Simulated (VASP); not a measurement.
A run of VASP 6.6.1 is set up as follows.

Contents of POSCAR:

```
Si
1.0
    0.0000000000      2.7219898880      2.7219898880
    2.7219898880      0.0000000000      2.7219898880
    2.7219898880      2.7219898880      0.0000000000
Si
2
Direct
    0.0000000000      0.0000000000      0.0000000000
    0.2500000000      0.2500000000      0.2500000000
```

Contents of INCAR.step1:

```
SYSTEM = Si
PREC = Accurate ; ENCUT = 550
ISMEAR = 0 ; SIGMA = 0.02
LREAL = .FALSE. ; LASPH = .TRUE.
NELM = 120 ; NBANDS = 11
GGA = PE ; ALGO = Normal
EDIFF = 1E-5 ; LWAVE = .TRUE.
LCHARG = .FALSE. ; GGA_COMPAT = .FALSE.
```

The input INCAR.step2:

```
SYSTEM = Si
PREC = Accurate ; ENCUT = 550
EDIFF = 1E-6 ; ISMEAR = 0
SIGMA = 0.02 ; LREAL = .FALSE.
LASPH = .TRUE. ; NELM = 120
ALGO = Normal ; ISIF = 2
LWAVE = .FALSE. ; LCHARG = .FALSE.
METAGGA = R2SCAN ; LMIXTAU = .TRUE.
NBANDS = 11 ; ISTART = 1
GGA_COMPAT = .FALSE.
```

Contents of KPOINTS:

```
regular mesh
0
G
  10 10 10
  0 0 0
```

Potentials or basis: VASP PAW PBE potentials, release 64 (Si).

Launch:

```sh
$ cat potpaw_PBE.64/Si/POTCAR > POTCAR
$ cp INCAR.step1 INCAR
$ mpirun -np 1 vasp_std > vasp.out
$ cp INCAR.step2 INCAR
$ mpirun -np 1 vasp_std > vasp.out
```

**Question.** What does it give for the band gap on the k mesh?

**Answer.** 0.79 eV (least direct gap 2.76 eV).

**Question.** What does it give for the pressure?

**Answer.** -0.2 GPa.

Caveat: the PAW data sets were made with another functional, which shifts forces and pressure a little. A k mesh can miss the band edges.
